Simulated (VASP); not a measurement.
# TiO2 (C2/c) in VASP: notebook

The runs below take TiO2 through single point, with PBEsol.

Program: VASP 6.6.1. These are calculated values, not measurements. Logs are shortened: lines on timing, memory, paths and dates and some standing lists are left out, and cuts for length are marked.

## (1) The cell of the first run

Symmetry: C2/c, No. 15, monoclinic system. Conventional cell: a = 5.412 Å, b = 5.413 Å, c = 5.472 Å, α = 90.00°, β = 118.77°, γ = 90.00°. Within 2.6 Å of Ti (site symmetry 2) lie 6 O at 1.93 to 2.00 Å. O (site symmetry 1) has 3 Ti at 1.93 to 2.00 Å and 2 O at 2.50 Å within 2.6 Å.

## (2) Single point, PBEsol

Contents of INCAR:

```
SYSTEM = TiO2
PREC = Accurate ; ENCUT = 520
EDIFF = 1E-7 ; ISMEAR = 0
SIGMA = 0.01 ; LREAL = .False.
LASPH = .True. ; NELM = 80
ALGO = Normal ; ISIF = 2
LWAVE = .False. ; LCHARG = .False.
GGA = PS ; NBANDS = 33
```

Contents of KPOINTS:

```
regular mesh
0
Gamma
  3 3 2
  0 0 0
```

Contents of POSCAR:

```
TiO2
1.0
    2.7060340000     -2.7066550000      0.0000000000
    2.7060340000      2.7066550000      0.0000000000
   -2.6335310000      0.0000000000      4.7966370000
Ti O
2 4
Direct
    0.1341100000      0.8658900000      0.2500000000
    0.8658900000      0.1341100000      0.7500000000
    0.3312210000      0.0887550000      0.6671490000
    0.6687790000      0.9112450000      0.3328510000
    0.9112450000      0.6687790000      0.8328510000
    0.0887550000      0.3312210000      0.1671490000
```

Potentials or basis: VASP PAW PBE potentials, release 64 (Ti_sv, O).

Started as:

```console
> cat potpaw_PBE.64/Ti_sv/POTCAR potpaw_PBE.64/O/POTCAR > POTCAR
> mpirun -np 1 vasp_std > vasp.out
```

OUTCAR:

```text
SYSTEM = TiO2
   PREC = Accurate
   ENCUT = 520
   EDIFF = 1E-7
   ISMEAR = 0
   LREAL = .False.
   LASPH = .True.
   NELM = 80
   ISIF = 2
   GGA = PS

 ion  position               nearest neighbor table
   1  0.134  0.866  0.250-   4 1.93   6 1.93   6 1.98   4 1.98   3 2.00   5 2.00
   2  0.866  0.134  0.750-   5 1.93   3 1.93   5 1.98   3 1.98   6 2.00   4 2.00
   3  0.331  0.089  0.667-   2 1.93   2 1.98   1 2.00
   4  0.669  0.911  0.333-   1 1.93   1 1.98   2 2.00
   5  0.911  0.669  0.833-   2 1.93   2 1.98   1 2.00
   6  0.089  0.331  0.167-   1 1.93   1 1.98   2 2.00

  LATTYP: Found a base centered monoclinic cell.
 ALAT       =     5.4120680000
 B/A-ratio  =     1.0002294871
 C/A-ratio  =     1.0110809974
 COS(beta)  =    -0.4812705001

  Lattice vectors:

 A1 = (   2.7060340000,  -2.7066550000,   0.0000000000)
 A2 = (   2.7060340000,   2.7066550000,   0.0000000000)
 A3 = (  -2.6335310000,   0.0000000000,   4.7966370000)

Analysis of symmetry for initial positions (statically):
=====================================================================
 Subroutine PRICEL returns:
 Original cell was already a primitive cell.

 Routine SETGRP: Setting up the symmetry group for a
 base centered monoclinic supercell.

 Subroutine GETGRP returns: Found  4 space group operations
 (whereof  2 operations were pure point group operations)
 out of a pool of  4 trial point group operations.

The static configuration has the point symmetry S_2 .
 The point group associated with its full space group is C_2h.

Analysis of symmetry for dynamics (positions and initial velocities):
=====================================================================
 Subroutine PRICEL returns:
 Original cell was already a primitive cell.

 Routine SETGRP: Setting up the symmetry group for a
 base centered monoclinic supercell.

 Subroutine GETGRP returns: Found  4 space group operations
 (whereof  2 operations were pure point group operations)
 out of a pool of  4 trial point group operations.

The dynamic configuration has the point symmetry S_2 .
 The point group associated with its full space group is C_2h.

 Subroutine INISYM returns: Found  4 space group operations
 (whereof  2 operations are pure point group operations),
 and found     1 'primitive' translations

----------------------------------------------------------------------------------------

                                     Primitive cell

  volume of cell :      70.2640

  direct lattice vectors                    reciprocal lattice vectors
     2.706034000 -2.706655000  0.000000000     0.184772253 -0.184729860  0.101446796
     2.706034000  2.706655000  0.000000000     0.184772253  0.184729860  0.101446796
    -2.633531000  0.000000000  4.796637000     0.000000000  0.000000000  0.208479399

  length of vectors
     3.827349122  3.827349122  5.472039111     0.280280858  0.280280858  0.208479399

  position of ions in fractional coordinates (direct lattice)
     0.134110000  0.865890000  0.250000000
     0.865890000  0.134110000  0.750000000
     0.331221000  0.088755000  0.667149000
     0.668779000  0.911245000  0.332851000
     0.911245000  0.668779000  0.832851000
     0.088755000  0.331221000  0.167149000

  ion indices of the primitive-cell ions
   primitive index   ion index
                 1           1
                 2           2
                 3           3
                 4           4
                 5           5
                 6           6

----------------------------------------------------------------------------------------

 KPOINTS: regular mesh

Automatic generation of k-mesh.
 Grid dimensions read from file:
 generate k-points for:    3    3    2

 Generating k-lattice:

  Cartesian coordinates                     Fractional coordinates (reciprocal lattice)
     0.061590751 -0.061576620  0.033815599     0.333333333  0.000000000  0.000000000
     0.061590751  0.061576620  0.033815599     0.000000000  0.333333333  0.000000000
     0.000000000  0.000000000  0.104239700     0.000000000  0.000000000  0.500000000

  Length of vectors
     0.093426953  0.093426953  0.104239700

  Shift w.r.t. Gamma in fractional coordinates (k-lattice)
     0.000000000  0.000000000  0.000000000

 Subroutine IBZKPT returns following result:
 ===========================================

 Found      8 irreducible k-points:

 Following reciprocal coordinates:
            Coordinates               Weight
  0.000000  0.000000  0.000000      1.000000
  0.333333  0.000000  0.000000      4.000000
  0.333333  0.333333  0.000000      2.000000
 -0.333333  0.333333  0.000000      2.000000
  0.000000  0.000000  0.500000      1.000000
  0.333333  0.000000  0.500000      4.000000
  0.333333  0.333333  0.500000      2.000000
 -0.333333  0.333333  0.500000      2.000000
   k-points           NKPTS =      8   k-points in BZ     NKDIM =      8   number of bands    NBANDS=     33
   number of dos      NEDOS =    301   number of ions     NIONS =      6
   total plane-waves  NPLWV =  32928
   dimension x,y,z NGX =    28 NGY =   28 NGZ =   42
   dimension x,y,z NGXF=    56 NGYF=   56 NGZF=   84
   ions per type =               2   4
   NGX,Y,Z   is equivalent  to a cutoff of  12.16, 12.16, 12.76 a.u.
   NGXF,Y,Z  is equivalent  to a cutoff of  24.32, 24.32, 25.52 a.u.
 SYSTEM =  TiO2
   PREC   = accura    normal or accurate (medium, high low for compatibility)
   ISTART =      0    job   : 0-new  1-cont  2-samecut
   ICHARG =      2    charge: 1-file 2-atom 10-const
   ISPIN  =      1    spin polarized calculation?
   LNONCOLLINEAR =      F non collinear calculations
   LSORBIT =      F    spin-orbit coupling
   LASPH  =      T    aspherical Exc in radial PAW
   ENCUT  =  520.0 eV  38.22 Ry    6.18 a.u.   7.12  7.12 10.17*2*pi/ulx,y,z
   NELM   =     80;   NELMIN=  2; NELMDL= -5     # of ELM steps
   EDIFF  = 0.1E-06   stopping-criterion for ELM
   LREAL  =      F    real-space projection
   EDIFFG = 0.1E-05   stopping-criterion for IOM
   NSW    =      0    number of steps for IOM
   IBRION =     -1    ionic relax: 0-MD 1-quasi-New 2-CG
   NFREE  =      0    steps in history (QN), initial steepest desc. (CG)
   ISIF   =      2    stress and relaxation
   ISYM   =      2    0-nonsym 1-usesym 2-fastsym
   POTIM  = 0.5000    time-step for ionic-motion
   TEBEG  =    0.0;   TEEND  =   0.0 temperature during run
   PSTRESS=    0.0 pullay stress
   NELECT =      48.0000    total number of electrons
   NUPDOWN=      -1.0000    fix difference up-down
   EMIN   =  10.00;   EMAX   =-10.00  energy-range for DOS
   EFERMI =   0.00;   METHOD = LEGACY
   ISMEAR =     0;   SIGMA  =   0.01  broadening in eV -4-tet -1-fermi 0-gaus
   EFERMI_NEDOS =   21; number of points for ismear=-14 and -15
   IALGO  =     38    algorithm
   IMIX   =      4    mixing-type and parameters
     AMIX     =   0.40;   BMIX     =  1.00
     AMIX_MAG =   1.60;   BMIX_MAG =  1.00
  volume/ion in A,a.u.               =      11.71        79.03
  Fermi-wavevector in a.u.,A,eV,Ry     =   1.441820  2.724644 28.284385  2.078844
  Thomas-Fermi vector in A             =   2.560409
   LORBIT       =      0    0 simple, 1 ext, 2 COOP (PROOUT), +10 PAW based schemes
   GGA     = PS    functional components
   LHFCALC =     F    Hartree Fock is set to
   AEXX    =    0.0000 exact exchange contribution
   IVDW    =     0    specifies the selected vdW correction
   LEPSILON=     F    determine dielectric tensor
   LRPA    =     F    only Hartree local field effects (RPA)
 non-spin polarized calculation
 Gauss-broadening in eV      SIGMA  =   0.01
  energy-cutoff  :      520.00
  volume of cell :       70.26
 maximum number of plane-waves:      1901
   NGX = 15   NGY = 15   NGZ = 21

 number of electron      47.9999994 magnetization

 Free energy of the ion-electron system (eV)
  ---------------------------------------------------
  ext. energy  EPLUGINS =         0.00000000
  ---------------------------------------------------
  free energy    TOTEN  =       -56.16956224 eV

  energy without entropy =      -56.16956224  energy(sigma->0) =      -56.16956224

 E-fermi :   3.0003     XC(G=0): -10.8602

 val. band max:        2.9156819390   @ k =  -0.3333   0.3333   0.0000
 cond. band min:       4.9992578764   @ k =   0.0000   0.0000   0.0000
 fundamental gap:      2.0835759374
 Fermi energy:         3.0002736238

 k-point     1 :       0.0000    0.0000    0.0000
  band No.  band energies     occupation
      1     -53.2443      2.00000
      2     -53.1898      2.00000
      3     -29.7839      2.00000
      4     -29.5685      2.00000
      5     -29.5675      2.00000
      6     -29.5054      2.00000
[... 25 lines left out ...]
     32       8.0887      0.00000
     33       8.0967      0.00000

 k-point     2 :       0.3333    0.0000    0.0000
  band No.  band energies     occupation
      1     -53.2328      2.00000
      2     -53.1984      2.00000
      3     -29.7561      2.00000
      4     -29.6543      2.00000
      5     -29.5754      2.00000
      6     -29.5320      2.00000
[... 25 lines left out ...]
     32       8.6895      0.00000
     33       9.2036      0.00000

 k-point     3 :       0.3333    0.3333    0.0000
  band No.  band energies     occupation
      1     -53.2188      2.00000
      2     -53.2096      2.00000
      3     -29.7244      2.00000
      4     -29.7174      2.00000
      5     -29.6057      2.00000
      6     -29.5804      2.00000
[... 25 lines left out ...]
     32       9.3205      0.00000
     33      10.0984      0.00000

 k-point     4 :      -0.3333    0.3333    0.0000
  band No.  band energies     occupation
      1     -53.2280      2.00000
      2     -53.2003      2.00000
      3     -29.7761      2.00000
      4     -29.6848      2.00000
      5     -29.6068      2.00000
      6     -29.5737      2.00000
[... 25 lines left out ...]
     32       9.6319      0.00000
     33       9.7624      0.00000

 k-point     5 :       0.0000    0.0000    0.5000
  band No.  band energies     occupation
      1     -53.2171      2.00000
      2     -53.2171      2.00000
      3     -29.6081      2.00000
      4     -29.6081      2.00000
      5     -29.5877      2.00000
      6     -29.5877      2.00000
[... 25 lines left out ...]
     32       7.7365      0.00000
     33       8.5828      0.00000

 k-point     6 :       0.3333    0.0000    0.5000
  band No.  band energies     occupation
      1     -53.2287      2.00000
      2     -53.2026      2.00000
      3     -29.7449      2.00000
      4     -29.6603      2.00000
      5     -29.5790      2.00000
      6     -29.5291      2.00000
[... 25 lines left out ...]
     32       8.7572      0.00000
     33       8.9700      0.00000

 k-point     7 :       0.3333    0.3333    0.5000
  band No.  band energies     occupation
      1     -53.2273      2.00000
      2     -53.2011      2.00000
      3     -29.7739      2.00000
      4     -29.6875      2.00000
      5     -29.6110      2.00000
      6     -29.5712      2.00000
[... 25 lines left out ...]
     32       9.4025      0.00000
     33      10.0164      0.00000

 k-point     8 :      -0.3333    0.3333    0.5000
  band No.  band energies     occupation
      1     -53.2142      2.00000
      2     -53.2142      2.00000
      3     -29.7207      2.00000
      4     -29.7207      2.00000
      5     -29.5943      2.00000
      6     -29.5943      2.00000
[... 25 lines left out ...]
     32       8.9709      0.00000
     33      10.1775      0.00000

------------------------ aborting loop because EDIFF is reached ----------------------------------------

  FORCE on cell =-STRESS in cart. coord.  units (eV):
  Direction    XX          YY          ZZ          XY          YZ          ZX
  --------------------------------------------------------------------------------------
  -------------------------------------------------------------------------------------
  Total       -3.3784664     -3.4092273     -2.4858093      0.0000000      0.0000000     -0.1688866
  in kB      -77.0366148    -77.7380318    -56.6820287      0.0000000      0.0000000     -3.8509941
  external PRESSURE =     -70.4855585 kB  Pullay stress =       0.0000000 kB

 VOLUME and BASIS-vectors are now :
 -----------------------------------------------------------------------------
  energy-cutoff  :      520.00
  volume of cell :       70.26
      direct lattice vectors                 reciprocal lattice vectors
     2.706034000 -2.706655000  0.000000000     0.184772253 -0.184729860  0.101446796
     2.706034000  2.706655000  0.000000000     0.184772253  0.184729860  0.101446796
    -2.633531000  0.000000000  4.796637000     0.000000000  0.000000000  0.208479399

 POSITION                                       TOTAL-FORCE (eV/Angst)
 -----------------------------------------------------------------------------------
      2.04765      1.98068      1.19916         0.000000      0.039290     -0.000000
      0.73089     -1.98068      3.59748         0.000000     -0.039290      0.000000
     -0.62049     -0.65627      3.20007         0.017869     -0.049316     -0.141164
      3.39903      0.65627      1.59657        -0.017869      0.049316      0.141164
      2.08226     -0.65627      3.99488        -0.017869     -0.049316      0.141164
      0.69628      0.65627      0.80175         0.017869      0.049316     -0.141164
 -----------------------------------------------------------------------------------
    total drift:                               -0.000000      0.000000     -0.000000

  FREE ENERGIE OF THE ION-ELECTRON SYSTEM (eV)
  ---------------------------------------------------
  free  energy   TOTEN  =       -56.1695622408 eV

  energy  without entropy=      -56.1695622408  energy(sigma->0) =      -56.16956224
```

Wall time 18 s (1 thread of Intel Xeon Platinum 8488C (Sapphire Rapids), shared host); peak memory 0.17 GiB.

What came out:

| Property | Result |
| --- | --- |
| Free energy | -56.1696 eV |
| Pressure | -7.0 GPa |
| Largest force | 0.151 eV/Å |
| Band gap on the k mesh | 2.08 eV, indirect (least direct gap 2.45 eV) |

Forces in eV/Å, atoms in the order of the input:
```
Ti   0.000  0.039  0.000
Ti   0.000 -0.039  0.000
O    0.018 -0.049 -0.141
O   -0.018  0.049  0.141
O   -0.018 -0.049  0.141
O    0.018  0.049 -0.141
```

Stress tensor (GPa, compression positive):
```
-7.70  0.00 -0.39
 0.00 -7.77  0.00
-0.39  0.00 -5.67
```

Caveat: the k points lie up to 0.65 Å⁻¹ apart; the PAW data sets were made with another functional, which shifts forces and pressure a little. A k mesh can miss the band edges.

(Continued in part 2 of 2.)
